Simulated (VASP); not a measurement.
Wanted: the native input for a VASP 6.6.1 run.

```
Task                   : single point
Functional             : PBE
Potentials or basis    : VASP PAW PBE potentials, release 64 (Sn_d)
Cutoff                 : 520 eV
k mesh                 : 9 × 9 × 9
Occupations            : fermi-dirac, width 0.03 eV
Spin                   : no spin polarisation
Dipole correction      : no
Further INCAR settings : ALGO = Normal; EDIFF = 1e-07; NBANDS = 21
```

The structure of Sn lies in POSCAR:

```
Sn
1.0
    0.0000000000      3.2456000000      3.1482320000
    3.2456000000      0.0000000000      3.1482320000
    3.2456000000      3.2456000000      0.0000000000
Sn
2
Direct
    0.5000000000      0.5000000000      0.5000000000
    0.7500000000      0.7500000000      0.7500000000
```

This cell differs from its parent crystal: zz strain of -3 %.

One way to write it, as run:

INCAR

```
SYSTEM = Sn
  PREC = Accurate
  ENCUT = 520
  EDIFF = 1E-7
  ISMEAR = -1
  SIGMA = 0.03
  LREAL = .False.
  LASPH = .True.
  NELM = 60
  ALGO = Normal
  ISIF = 2
  LWAVE = .False.
  LCHARG = .False.
  GGA = PE
  NBANDS = 21
```

KPOINTS

```
Automatic mesh
0
Gamma
  9 9 9
  0 0 0
```

Potentials or basis: VASP PAW PBE potentials, release 64 (Sn_d).

Launch:

```console
$ cat potpaw_PBE.64/Sn_d/POTCAR > POTCAR
$ mpirun -np 1 vasp_std > vasp.out
```

Results of the run:

```yaml
Pressure: 4.8 GPa
```

Caveat: the cell differs from its parent crystal (zz strain of -3 %).

Run time: 51 s on 1 thread of AMD EPYC 9R45 96-Core Processor (Zen 5) (shared host), peak memory 0.22 GiB.
